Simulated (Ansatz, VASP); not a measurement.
WC in VASP and in Ansatz

```
W C
1.0
    -2.92207    5.06118    5.69265
     5.84415    0.00000    5.69265
     2.92207    5.06118    0.00000
W C
16 16
Direct
  0.00000 0.00000 0.00000
  0.25000 0.25000 0.25000
  0.00000 0.00000 0.50000
  0.25000 0.25000 0.75000
  0.00000 0.50000 0.00000
  0.25000 0.75000 0.25000
  0.00000 0.50000 0.50000
  0.25000 0.75000 0.75000
  0.50000 0.00000 0.00000
  0.75000 0.25000 0.25000
  0.50000 0.00000 0.50000
  0.75000 0.25000 0.75000
  0.50000 0.50000 0.00000
  0.75000 0.75000 0.25000
  0.50000 0.50000 0.50000
  0.75000 0.75000 0.75000
  0.04167 0.20833 0.12500
  0.29167 0.45833 0.37500
  0.04167 0.20833 0.62500
  0.29167 0.45833 0.87500
  0.04167 0.70833 0.12500
  0.29167 0.95833 0.37500
  0.04167 0.70833 0.62500
  0.29167 0.95833 0.87500
  0.54167 0.20833 0.12500
  0.79167 0.45833 0.37500
  0.54167 0.20833 0.62500
  0.79167 0.45833 0.87500
  0.54167 0.70833 0.12500
  0.79167 0.95833 0.37500
  0.54167 0.70833 0.62500
  0.79167 0.95833 0.87500
```

Alike in both runs: task single point; functional PBE; k mesh 1 × 1 × 1; occupations methfessel-paxton of order 1, width 0.1 eV; no spin polarisation.

|  | VASP | Ansatz |
| --- | --- | --- |
| version | VASP 6.6.1 | Ansatz 0.2.0 |
| potentials or method | VASP PAW PBE potentials, release 64 (W_sv, C), cutoff 600 eV | plane-wave PAW DFT |
| valence electrons in the cell | 288 | 288 |

Ansatz gave:

```
rms of the force components (eV/Å) : 0.626
```

Question: What did VASP give for the same quantities?

Answer: rms of the force components (eV/Å): 0.625.

The k mesh is coarse, so the values compare programs but aren't converged. Neither program's run includes spin-orbit coupling.
